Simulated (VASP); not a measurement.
# CdO (nc) (Fm-3m) in VASP: a series of runs

Runs on CdO (nc). Level: PBE. Tasks: relaxation of cell and atoms.

All numbers are computed with VASP 6.6.1; they aren't measurements. Logs are shortened: lines on timing, memory, paths and dates and some standing lists are left out, and cuts for length are marked.

**1. The cell of the first run**

Symmetry: Fm-3m, No. 225, cubic system. The conventional cell has a = 4.321 Å, b = 4.321 Å, c = 4.321 Å, α = 90.00°, β = 90.00°, γ = 90.00°. Within 2.9 Å of Cd (site symmetry m-3m) lie 6 O at 2.16 Å. O (site symmetry m-3m) has 6 Cd at 2.16 Å within 2.9 Å.

**2. Relaxation of cell and atoms, PBE, target pressure 45 GPa, at which the enthalpy is minimised**

File INCAR:

```
PREC = Accurate
ENCUT = 600
EDIFF = 1E-7
ISMEAR = 0
SIGMA = 0.01
LREAL = F
LASPH = T
NELM = 120
ALGO = Normal
ISIF = 3
LWAVE = F
LCHARG = F
GGA = PE
IBRION = 2
NSW = 70
EDIFFG = -0.004
PSTRESS = 450.0
GGA_COMPAT = F
NELMIN = 4
```

File KPOINTS:

```
Automatic mesh
0
Gamma
  14 14 14
```

File POSCAR:

```
CdO
1.0
    0.0000000000      2.1604796711      2.1604796711
    2.1604796711      0.0000000000      2.1604796711
    2.1604796711      2.1604796711      0.0000000000
Cd O
1 1
Direct
    0.0000000000      0.0000000000      0.0000000000
    0.5000000000      0.5000000000      0.5000000000
```

Potentials or basis: VASP PAW PBE potentials, release 64 (Cd, O).

Started as:

```console
cat potpaw_PBE.64/Cd/POTCAR potpaw_PBE.64/O/POTCAR > POTCAR
mpirun -np 1 vasp_std > vasp.out
```

OUTCAR:

```text
PREC = Accurate
   ENCUT = 600
   EDIFF = 1E-7
   ISMEAR = 0
   LREAL = F
   LASPH = T
   NELM = 120
   ISIF = 3
   GGA = PE
   IBRION = 2
   NSW = 70
   EDIFFG = -0.004
   PSTRESS = 450.0
   NELMIN = 4

 ion  position               nearest neighbor table
   1  0.000  0.000  0.000-   2 2.16   2 2.16   2 2.16   2 2.16   2 2.16   2 2.16
   2  0.500  0.500  0.500-   1 2.16   1 2.16   1 2.16   1 2.16   1 2.16   1 2.16

  LATTYP: Found a face centered cubic cell.
 ALAT       =     4.3209593422

  Lattice vectors:

 A1 = (   0.0000000000,   2.1604796711,   2.1604796711)
 A2 = (   2.1604796711,   0.0000000000,   2.1604796711)
 A3 = (   2.1604796711,   2.1604796711,   0.0000000000)

Analysis of symmetry for initial positions (statically):
=====================================================================
 Subroutine PRICEL returns:
 Original cell was already a primitive cell.

 Routine SETGRP: Setting up the symmetry group for a
 face centered cubic supercell.

 Subroutine GETGRP returns: Found 48 space group operations
 (whereof 48 operations were pure point group operations)
 out of a pool of 48 trial point group operations.

The static configuration has the point symmetry O_h .

Analysis of symmetry for dynamics (positions and initial velocities):
=====================================================================
 Subroutine PRICEL returns:
 Original cell was already a primitive cell.

 Routine SETGRP: Setting up the symmetry group for a
 face centered cubic supercell.

 Subroutine GETGRP returns: Found 48 space group operations
 (whereof 48 operations were pure point group operations)
 out of a pool of 48 trial point group operations.

The dynamic configuration has the point symmetry O_h .

 Subroutine INISYM returns: Found 48 space group operations
 (whereof 48 operations are pure point group operations),
 and found     1 'primitive' translations

----------------------------------------------------------------------------------------

                                     Primitive cell

  volume of cell :      20.1688

  direct lattice vectors                    reciprocal lattice vectors
     0.000000000  2.160479671  2.160479671    -0.231430088  0.231430088  0.231430088
     2.160479671  0.000000000  2.160479671     0.231430088 -0.231430088  0.231430088
     2.160479671  2.160479671  0.000000000     0.231430088  0.231430088 -0.231430088

  length of vectors
     3.055379652  3.055379652  3.055379652     0.400848670  0.400848670  0.400848670

  position of ions in fractional coordinates (direct lattice)
     0.000000000  0.000000000  0.000000000
     0.500000000  0.500000000  0.500000000

  ion indices of the primitive-cell ions
   primitive index   ion index
                 1           1
                 2           2

----------------------------------------------------------------------------------------

 KPOINTS: Automatic mesh

Automatic generation of k-mesh.
 Grid dimensions read from file:
 generate k-points for:   14   14   14

 Generating k-lattice:

  Cartesian coordinates                     Fractional coordinates (reciprocal lattice)
    -0.016530721  0.016530721  0.016530721     0.071428571  0.000000000  0.000000000
     0.016530721 -0.016530721  0.016530721     0.000000000  0.071428571  0.000000000
     0.016530721  0.016530721 -0.016530721     0.000000000  0.000000000  0.071428571

  Length of vectors
     0.028632048  0.028632048  0.028632048

  Shift w.r.t. Gamma in fractional coordinates (k-lattice)
     0.000000000  0.000000000  0.000000000

 Subroutine IBZKPT returns following result:
 ===========================================

 Found    104 irreducible k-points:

 Following reciprocal coordinates:
            Coordinates               Weight
  0.000000  0.000000  0.000000      1.000000
  0.071429  0.000000  0.000000      8.000000
  0.142857  0.000000  0.000000      8.000000
  0.214286  0.000000  0.000000      8.000000
  0.285714  0.000000  0.000000      8.000000
  0.357143  0.000000  0.000000      8.000000
[... 16 lines left out ...]
  0.214286  0.142857  0.000000     24.000000
  0.285714  0.142857  0.000000     24.000000
 [... further k-points ...]
   k-points           NKPTS =    104   k-points in BZ     NKDIM =    104   number of bands    NBANDS=     13
   number of dos      NEDOS =    301   number of ions     NIONS =      2
   total plane-waves  NPLWV =  13824
   dimension x,y,z NGX =    24 NGY =   24 NGZ =   24
   dimension x,y,z NGXF=    48 NGYF=   48 NGZF=   48
   ions per type =               1   1
   NGX,Y,Z   is equivalent  to a cutoff of  13.06, 13.06, 13.06 a.u.
   NGXF,Y,Z  is equivalent  to a cutoff of  26.12, 26.12, 26.12 a.u.
 SYSTEM =  unknown system
   PREC   = accura    normal or accurate (medium, high low for compatibility)
   ISTART =      0    job   : 0-new  1-cont  2-samecut
   ICHARG =      2    charge: 1-file 2-atom 10-const
   ISPIN  =      1    spin polarized calculation?
   LNONCOLLINEAR =      F non collinear calculations
   LSORBIT =      F    spin-orbit coupling
   LASPH  =      T    aspherical Exc in radial PAW
   ENCUT  =  600.0 eV  44.10 Ry    6.64 a.u.   6.10  6.10  6.10*2*pi/ulx,y,z
   NELM   =    120;   NELMIN=  4; NELMDL= -5     # of ELM steps
   EDIFF  = 0.1E-06   stopping-criterion for ELM
   LREAL  =      F    real-space projection
   EDIFFG = -.4E-02   stopping-criterion for IOM
   NSW    =     70    number of steps for IOM
   IBRION =      2    ionic relax: 0-MD 1-quasi-New 2-CG
   NFREE  =      1    steps in history (QN), initial steepest desc. (CG)
   ISIF   =      3    stress and relaxation
   ISYM   =      2    0-nonsym 1-usesym 2-fastsym
   POTIM  = 0.5000    time-step for ionic-motion
   TEBEG  =    0.0;   TEEND  =   0.0 temperature during run
   PSTRESS=  450.0 pullay stress
   NELECT =      18.0000    total number of electrons
   NUPDOWN=      -1.0000    fix difference up-down
   EMIN   =  10.00;   EMAX   =-10.00  energy-range for DOS
   EFERMI =   0.00;   METHOD = LEGACY
   ISMEAR =     0;   SIGMA  =   0.01  broadening in eV -4-tet -1-fermi 0-gaus
   EFERMI_NEDOS =   21; number of points for ismear=-14 and -15
   IALGO  =     38    algorithm
   IMIX   =      4    mixing-type and parameters
     AMIX     =   0.40;   BMIX     =  1.00
     AMIX_MAG =   1.60;   BMIX_MAG =  1.00
  volume/ion in A,a.u.               =      10.08        68.05
  Fermi-wavevector in a.u.,A,eV,Ry     =   1.576179  2.978546 33.801493  2.484340
  Thomas-Fermi vector in A             =   2.677051
   LORBIT       =      0    0 simple, 1 ext, 2 COOP (PROOUT), +10 PAW based schemes
   GGA     = PE    functional components
   LHFCALC =     F    Hartree Fock is set to
   AEXX    =    0.0000 exact exchange contribution
   IVDW    =     0    specifies the selected vdW correction
   LEPSILON=     F    determine dielectric tensor
   LRPA    =     F    only Hartree local field effects (RPA)
 conjugate gradient relaxation of ions
 non-spin polarized calculation
 Gauss-broadening in eV      SIGMA  =   0.01
  energy-cutoff  :      600.00
  volume of cell :       20.17
 maximum number of plane-waves:       692
   NGX = 13   NGY = 13   NGZ = 13

--------------------------------------- Ionic step        1  -------------------------------------------

 number of electron      17.9999993 magnetization

 Free energy of the ion-electron system (eV)
  ---------------------------------------------------
  ext. energy  EPLUGINS =         0.00000000
  ---------------------------------------------------
  free energy    TOTEN  =        -6.38602950 eV

  energy without entropy =       -6.38602950  energy(sigma->0) =       -6.38602950

------------------------ aborting loop because EDIFF is reached ----------------------------------------

  FORCE on cell =-STRESS in cart. coord.  units (eV):
  Direction    XX          YY          ZZ          XY          YZ          ZX
  --------------------------------------------------------------------------------------
  -------------------------------------------------------------------------------------
  Total       10.0589487     10.0589487     10.0589487     -0.0000000     -0.0000000      0.0000000
  in kB      799.0659552    799.0659552    799.0659552     -0.0000000     -0.0000000      0.0000000
  external PRESSURE =     349.0659552 kB  Pullay stress =     450.0000000 kB
[... 63 lines left out ...]
--------------------------------------- Ionic step        3  -------------------------------------------

 number of electron      17.9999999 magnetization

 E-fermi :   3.6955     XC(G=0): -12.5888

 val. band max:        3.6873573982   @ k =   0.5000   0.0000   0.0000
 cond. band min:       4.1276292879   @ k =   0.0714   0.0000   0.0000
 fundamental gap:      0.4402718897
 Fermi energy:         3.6954911699

 k-point     1 :       0.0000    0.0000    0.0000
  band No.  band energies     occupation
      1     -15.0192      2.00000
      2      -3.4594      2.00000
      3      -3.4594      2.00000
      4      -3.4594      2.00000
      5      -3.0335      2.00000
      6      -3.0335      2.00000
      7       1.6603      2.00000
      8       1.6603      2.00000
      9       1.6603      2.00000
     10       3.5665      2.00000
     11      18.7787      0.00000
     12      21.7841      0.00000
     13      21.7841      0.00000
[... 354 lines left out ...]
  band No.  band energies     occupation
      1     -14.4450      2.00000
      2      -4.2046      2.00000
      3      -3.8308      2.00000
      4      -3.5382      2.00000
      5      -3.1788      2.00000
      6      -2.8363      2.00000
      7      -0.0472      2.00000
      8       1.9560      2.00000
      9       2.3698      2.00000
     10       7.4530      0.00000
     11      14.9451      0.00000
     12      16.7705      0.00000
     13      18.4527      0.00000

 [... further k-points ...]

------------------------ aborting loop because EDIFF is reached ----------------------------------------

  FORCE on cell =-STRESS in cart. coord.  units (eV):
  Direction    XX          YY          ZZ          XY          YZ          ZX
  --------------------------------------------------------------------------------------
  -------------------------------------------------------------------------------------
  Total        5.9279312      5.9279312      5.9279312      0.0000000      0.0000000      0.0000000
  in kB      426.7585283    426.7585283    426.7585283      0.0000000      0.0000000      0.0000000
  external PRESSURE =     -23.2414717 kB  Pullay stress =     450.0000000 kB
[... 21 lines left out ...]
  energy  without entropy=       -7.1645055957  energy(sigma->0) =       -7.16450984

  enthalpy is  TOTEN    =        -0.9137449424 eV   P V=        6.2507691409

[... ionic steps 4 to 14 ...]

--------------------------------------- Ionic step       15  -------------------------------------------

 number of electron      18.0000000 magnetization

------------------------ aborting loop because EDIFF is reached ----------------------------------------
[... 71 lines left out ...]
--------------------------------------- Ionic step       17  -------------------------------------------

 number of electron      18.0000000 magnetization

 Free energy of the ion-electron system (eV)
  ---------------------------------------------------
  ext. energy  EPLUGINS =         0.00000000
  ---------------------------------------------------
  free energy    TOTEN  =        -7.11881561 eV

  energy without entropy =       -7.11880712  energy(sigma->0) =       -7.11881136

 E-fermi :   3.7863     XC(G=0): -12.6339

 val. band max:        3.7781642641   @ k =   0.5000   0.0000   0.0000
 cond. band min:       4.2311670191   @ k =   0.0714   0.0000   0.0000
 fundamental gap:      0.4530027550
 Fermi energy:         3.7862980348

 k-point     1 :       0.0000    0.0000    0.0000
  band No.  band energies     occupation
      1     -15.0045      2.00000
      2      -3.3983      2.00000
      3      -3.3983      2.00000
      4      -3.3983      2.00000
      5      -2.9655      2.00000
      6      -2.9655      2.00000
      7       1.7110      2.00000
      8       1.7110      2.00000
      9       1.7110      2.00000
     10       3.6735      2.00000
     11      18.8683      0.00000
     12      21.9273      0.00000
     13      21.9273      0.00000
[... 354 lines left out ...]
  band No.  band energies     occupation
      1     -14.4212      2.00000
      2      -4.1646      2.00000
      3      -3.7789      2.00000
      4      -3.4822      2.00000
      5      -3.1142      2.00000
      6      -2.7647      2.00000
      7       0.0165      2.00000
      8       2.0189      2.00000
      9       2.4431      2.00000
     10       7.5680      0.00000
     11      15.0663      0.00000
     12      16.9056      0.00000
     13      18.5949      0.00000

 [... further k-points ...]

------------------------ aborting loop because EDIFF is reached ----------------------------------------

  FORCE on cell =-STRESS in cart. coord.  units (eV):
  Direction    XX          YY          ZZ          XY          YZ          ZX
  --------------------------------------------------------------------------------------
  -------------------------------------------------------------------------------------
  Total        6.2085876      6.2085876      6.2085876      0.0000000      0.0000000      0.0000000
  in kB      450.3428396    450.3428396    450.3428396      0.0000000      0.0000000      0.0000000
  external PRESSURE =       0.3428396 kB  Pullay stress =     450.0000000 kB
[... 21 lines left out ...]
  energy  without entropy=       -7.1188071199  energy(sigma->0) =       -7.11881136

  enthalpy is  TOTEN    =        -0.9149545200 eV   P V=        6.2038610875

 reached required accuracy - stopping structural energy minimisation
```

Wall time 2 min (1 thread of AMD EPYC 9R45 (Zen 5), shared host); peak memory 0.14 GiB.

Results:

| Item | Value |
| --- | --- |
| Free energy | -7.1188 eV |
| Relaxed volume | 11.04 Å³/atom |
| Relaxed cell | a = 3.149 Å, b = 3.149 Å, c = 3.149 Å, α = 60.00°, β = 60.00°, γ = 60.00° |
| Space group after relaxing (to 0.05 Å) | Fm-3m (No. 225) |
| Energy change on relaxing (the enthalpy is what falls) | -366.4 meV/atom |
| Ionic steps | 17 |
| Pressure after relaxing | 45.0 GPa |
| Band gap on the k mesh | zero (band 9 reaches 3.78 eV, above the bottom of band 10 at 3.67 eV) |

The path:
```csv
step,energy change (eV),largest force (eV/Å),pressure (GPa),volume (Å³)
1,0.0000,0.0000,79.91,20.17
2,-1.3338,0.0000,0.14,27.29
3,-0.7785,0.0000,42.68,22.26
4,-0.7383,0.0000,44.75,22.11
5,-0.7271,0.0000,45.32,22.07
6,-0.7273,0.0000,45.32,22.07
7,-0.7278,0.0000,45.29,22.07
8,-0.7278,0.0000,45.29,22.07
9,-0.7278,0.0000,45.29,22.07
10,-0.7278,0.0000,45.29,22.07
11,-0.7279,0.0000,45.29,22.07
12,-0.7280,0.0000,45.28,22.07
13,-0.7281,0.0000,45.28,22.07
14,-0.7284,0.0000,45.26,22.07
15,-0.7291,0.0000,45.23,22.07
16,-0.7303,0.0000,45.16,22.08
17,-0.7328,0.0000,45.03,22.09
```

Final structure:
```
Cd O
1.0
     0.00000    2.22695    2.22695
     2.22695    0.00000    2.22695
     2.22695    2.22695    0.00000
Cd O
1 1
Direct
  0.00000 0.00000 0.00000
  0.50000 0.50000 0.50000
```

Caveat: the cell is relaxed towards a set pressure, so the enthalpy falls and the energy may rise.

(Continued in part 2 of 2.)
